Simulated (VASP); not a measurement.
# C (Fd-3m) in VASP: a series of runs

The runs below take C through single point, with LDA.

Everything below comes from runs of VASP 6.6.1. Logs are shortened: lines on timing, memory, paths and dates and some standing lists are left out, and cuts for length are marked.

**1. The cell of the first run**

The structure is cubic, space group Fd-3m (No. 227). Conventional cell: a = 3.532 Å, b = 3.532 Å, c = 3.532 Å, α = 90.00°, β = 90.00°, γ = 90.00°. C (site symmetry -43m) has 4 C at 1.53 Å within 2.0 Å.

**2. Single point, LDA**

File INCAR:

```
ALGO = Normal
EDIFF = 1E-6
ENCUT = 1300
GGA = CA
GGA_COMPAT = F
ISIF = 2
ISMEAR = 0
LASPH = T
LCHARG = T
LELF = T
LREAL = F
LVHAR = T
LWAVE = F
NBANDS = 11
NELM = 120
PREC = Accurate
SIGMA = 0.1
```

File KPOINTS:

```
k-points
0
Gamma
  10 10 10
```

File POSCAR:

```
C
1.0
    0.0000000000      1.7657957120      1.7657957120
    1.7657957120      0.0000000000      1.7657957120
    1.7657957120      1.7657957120      0.0000000000
C
2
Direct
    0.0000000000      0.0000000000      0.0000000000
    0.2500000000      0.2500000000      0.2500000000
```

Potentials or basis: VASP PAW LDA potentials, release 64 (C_h).

Run with:

```sh
> cat potpaw_LDA.64/C_h/POTCAR > POTCAR
> mpirun -np 1 vasp_std > vasp.out
```

OUTCAR:

```text
EDIFF = 1E-6
   ENCUT = 1300
   GGA = CA
   ISIF = 2
   ISMEAR = 0
   LASPH = T
   LREAL = F
   NELM = 120
   PREC = Accurate

 ion  position               nearest neighbor table
   1  0.000  0.000  0.000-
   2  0.250  0.250  0.250-

  LATTYP: Found a face centered cubic cell.
 ALAT       =     3.5315914240

  Lattice vectors:

 A1 = (   0.0000000000,   1.7657957120,   1.7657957120)
 A2 = (   1.7657957120,   0.0000000000,   1.7657957120)
 A3 = (   1.7657957120,   1.7657957120,   0.0000000000)

Analysis of symmetry for initial positions (statically):
=====================================================================
 Subroutine PRICEL returns:
 Original cell was already a primitive cell.

 Routine SETGRP: Setting up the symmetry group for a
 face centered cubic supercell.

 Subroutine GETGRP returns: Found 48 space group operations
 (whereof 24 operations were pure point group operations)
 out of a pool of 48 trial point group operations.

The static configuration has the point symmetry T_d .
 The point group associated with its full space group is O_h .

Analysis of symmetry for dynamics (positions and initial velocities):
=====================================================================
 Subroutine PRICEL returns:
 Original cell was already a primitive cell.

 Routine SETGRP: Setting up the symmetry group for a
 face centered cubic supercell.

 Subroutine GETGRP returns: Found 48 space group operations
 (whereof 24 operations were pure point group operations)
 out of a pool of 48 trial point group operations.

The dynamic configuration has the point symmetry T_d .
 The point group associated with its full space group is O_h .

 Subroutine INISYM returns: Found 48 space group operations
 (whereof 24 operations are pure point group operations),
 and found     1 'primitive' translations

----------------------------------------------------------------------------------------

                                     Primitive cell

  volume of cell :      11.0116

  direct lattice vectors                    reciprocal lattice vectors
     0.000000000  1.765795712  1.765795712    -0.283158463  0.283158463  0.283158463
     1.765795712  0.000000000  1.765795712     0.283158463 -0.283158463  0.283158463
     1.765795712  1.765795712  0.000000000     0.283158463  0.283158463 -0.283158463

  length of vectors
     2.497212244  2.497212244  2.497212244     0.490444845  0.490444845  0.490444845

[... 87 lines left out ...]
   ISYM   =      2    0-nonsym 1-usesym 2-fastsym
   POTIM  = 0.5000    time-step for ionic-motion
   TEBEG  =    0.0;   TEEND  =   0.0 temperature during run
   PSTRESS=    0.0 pullay stress
   NELECT =       8.0000    total number of electrons
   NUPDOWN=      -1.0000    fix difference up-down
   EMIN   =  10.00;   EMAX   =-10.00  energy-range for DOS
   EFERMI =   0.00;   METHOD = LEGACY
   ISMEAR =     0;   SIGMA  =   0.10  broadening in eV -4-tet -1-fermi 0-gaus
   EFERMI_NEDOS =   21; number of points for ismear=-14 and -15
   IALGO  =     38    algorithm
   IMIX   =      4    mixing-type and parameters
     AMIX     =   0.40;   BMIX     =  1.00
     AMIX_MAG =   1.60;   BMIX_MAG =  1.00
  volume/ion in A,a.u.               =       5.51        37.16
  Fermi-wavevector in a.u.,A,eV,Ry     =   1.471706  2.781121 29.469108  2.165918
  Thomas-Fermi vector in A             =   2.586809
   LORBIT       =      0    0 simple, 1 ext, 2 COOP (PROOUT), +10 PAW based schemes
   GGA     = CA    functional components
   LHFCALC =     F    Hartree Fock is set to
   AEXX    =    0.0000 exact exchange contribution
   IVDW    =     0    specifies the selected vdW correction
   LEPSILON=     F    determine dielectric tensor
   LRPA    =     F    only Hartree local field effects (RPA)
 non-spin polarized calculation
 Gauss-broadening in eV      SIGMA  =   0.10
  energy-cutoff  :     1300.00
  volume of cell :       11.01
 maximum number of plane-waves:      1211
 NGX is ok and might be reduce to    30
   NGX = 15   NGY = 15   NGZ = 15

 number of electron       8.0000000 magnetization

 Free energy of the ion-electron system (eV)
  ---------------------------------------------------
  ext. energy  EPLUGINS =         0.00000000
  ---------------------------------------------------
  free energy    TOTEN  =       -20.26740448 eV

  energy without entropy =      -20.26740448  energy(sigma->0) =      -20.26740448

 E-fermi :  11.9211     XC(G=0): -13.7978

 val. band max:       11.3396872798   @ k =   0.0000   0.0000   0.0000
 cond. band min:      15.5455628936   @ k =   0.4000   0.4000   0.0000
 fundamental gap:      4.2058756138
 Fermi energy:        11.9211408264

 k-point     1 :       0.0000    0.0000    0.0000
  band No.  band energies     occupation
      1     -10.3800      2.00000
      2      11.3397      2.00000
      3      11.3397      2.00000
      4      11.3397      2.00000
      5      16.9666      0.00000
      6      16.9666      0.00000
      7      16.9666      0.00000
      8      25.5731      0.00000
      9      30.7396      0.00000
     10      38.2937      0.00000
     11      38.2937      0.00000
[... 309 lines left out ...]
 k-point    24 :       0.4000    0.3000    0.0000
  band No.  band energies     occupation
      1      -5.6959      2.00000
      2       3.3109      2.00000
      3       5.1992      2.00000
      4       5.8318      2.00000
      5      16.1815      0.00000
      6      19.3898      0.00000
      7      25.6308      0.00000
      8      25.7377      0.00000
      9      33.4896      0.00000
     10      34.3279      0.00000
     11      42.4754      0.00000

 [... further k-points ...]

------------------------ aborting loop because EDIFF is reached ----------------------------------------

  FORCE on cell =-STRESS in cart. coord.  units (eV):
  Direction    XX          YY          ZZ          XY          YZ          ZX
  --------------------------------------------------------------------------------------
  -------------------------------------------------------------------------------------
  Total        0.0670852      0.0670852      0.0670852      0.0000000     -0.0000000      0.0000000
  in kB        9.7608132      9.7608132      9.7608132      0.0000000     -0.0000000      0.0000000
  external PRESSURE =       9.7608132 kB  Pullay stress =       0.0000000 kB

 VOLUME and BASIS-vectors are now :
 -----------------------------------------------------------------------------
  energy-cutoff  :     1300.00
  volume of cell :       11.01
      direct lattice vectors                 reciprocal lattice vectors
     0.000000000  1.765795712  1.765795712    -0.283158463  0.283158463  0.283158463
     1.765795712  0.000000000  1.765795712     0.283158463 -0.283158463  0.283158463
     1.765795712  1.765795712  0.000000000     0.283158463  0.283158463 -0.283158463

 POSITION                                       TOTAL-FORCE (eV/Angst)
 -----------------------------------------------------------------------------------
      0.00000      0.00000      0.00000        -0.000000     -0.000000     -0.000000
      0.88290      0.88290      0.88290         0.000000      0.000000      0.000000
 -----------------------------------------------------------------------------------
    total drift:                                0.000000     -0.000000      0.000000

  FREE ENERGIE OF THE ION-ELECTRON SYSTEM (eV)
  ---------------------------------------------------
  free  energy   TOTEN  =       -20.2674044837 eV

  energy  without entropy=      -20.2674044837  energy(sigma->0) =      -20.26740448
```

OSZICAR:

```text
N       E                     dE             d eps       ncg     rms          rms(c)
DAV:   1     0.199841463848E+02    0.19984E+02   -0.85445E+03  1034   0.150E+03
DAV:   2    -0.197003920753E+02   -0.39685E+02   -0.37006E+02  1450   0.193E+02
DAV:   3    -0.210946229141E+02   -0.13942E+01   -0.13895E+01  1245   0.318E+01
DAV:   4    -0.210983201246E+02   -0.36972E-02   -0.36969E-02  1140   0.189E+00
DAV:   5    -0.210983246557E+02   -0.45312E-05   -0.45311E-05  1211   0.701E-02    0.509E+00
DAV:   6    -0.204846958161E+02    0.61363E+00   -0.32499E-01  1088   0.402E+00    0.272E+00
DAV:   7    -0.202675147819E+02    0.21718E+00   -0.39073E-01  1156   0.436E+00    0.359E-01
DAV:   8    -0.202674184691E+02    0.96313E-04   -0.89668E-03  1114   0.911E-01    0.298E-02
DAV:   9    -0.202674032857E+02    0.15183E-04   -0.43381E-05  1168   0.558E-02    0.144E-02
DAV:  10    -0.202674045733E+02   -0.12875E-05   -0.35541E-06  1176   0.174E-02    0.307E-03
DAV:  11    -0.202674044837E+02    0.89541E-07   -0.18121E-07   574   0.419E-03
   1 F= -.20267404E+02 E0= -.20267404E+02  d E =-.351204E-18
```

It took 18 s on 1 thread of Intel Xeon Platinum 8375C at 2.90GHz (Ice Lake), shared host; peak memory 0.14 GiB.

Results:

- Free energy: -20.2674 eV
- Pressure: 1.0 GPa
- Band gap on the k mesh: 4.21 eV (least direct gap 5.63 eV)

A k mesh can miss the band edges.

**3. Single point, LDA**

File INCAR:

```
  ALGO = Normal
  EDIFF = 1E-6
  ENCUT = 1300
  GGA_COMPAT = F
  ISIF = 2
  ISMEAR = 0
  LASPH = T
  LCHARG = F
  LREAL = F
  LWAVE = F
  NBANDS = 11
  NELM = 120
  PREC = Accurate
  SIGMA = 0.02
```

File KPOINTS:

```
k-points
0
Gamma
  12 12 12
```

File POSCAR:

```
C
1.0
    0.0000000000      1.7657234643      1.7657234643
    1.7657234643      0.0000000000      1.7657234643
    1.7657234643      1.7657234643      0.0000000000
C
2
Direct
    0.0000000000      0.0000000000      0.0000000000
    0.2500000000      0.2500000000      0.2500000000
```

Potentials or basis: VASP PAW LDA potentials, release 64 (C_h).

Run with:

```sh
> cat potpaw_LDA.64/C_h/POTCAR > POTCAR
> mpirun -np 1 vasp_std > vasp.out
```

Run time: 63 s. Hardware: 1 thread of AMD EPYC, shared host; peak memory 0.12 GiB.

It converged, with:

| Quantity | Value |
| --- | --- |
| Free energy | -20.2674 eV |
| Pressure | 1.0 GPa |
| Band gap on the k mesh | 4.20 eV (least direct gap 5.63 eV) |

Levels at points of the mesh, in eV from the valence-band top:
| k point | band 1 | band 2 | band 3 | band 4 | band 5 | band 6 | band 7 | band 8 |
| --- | --- | --- | --- | --- | --- | --- | --- | --- |
| (0.00, 0.00, 0.00) | -21.72 | 0.00 | 0.00 | 0.00 | 5.63 | 5.63 | 5.63 | 14.24 |
| (0.50, 0.00, 0.00) | -15.71 | -13.70 | -2.87 | -2.87 | 8.51 | 8.51 | 9.42 | 15.68 |
| (0.50, 0.50, 0.00) | -12.82 | -12.82 | -6.47 | -6.47 | 4.78 | 4.78 | 17.08 | 17.08 |
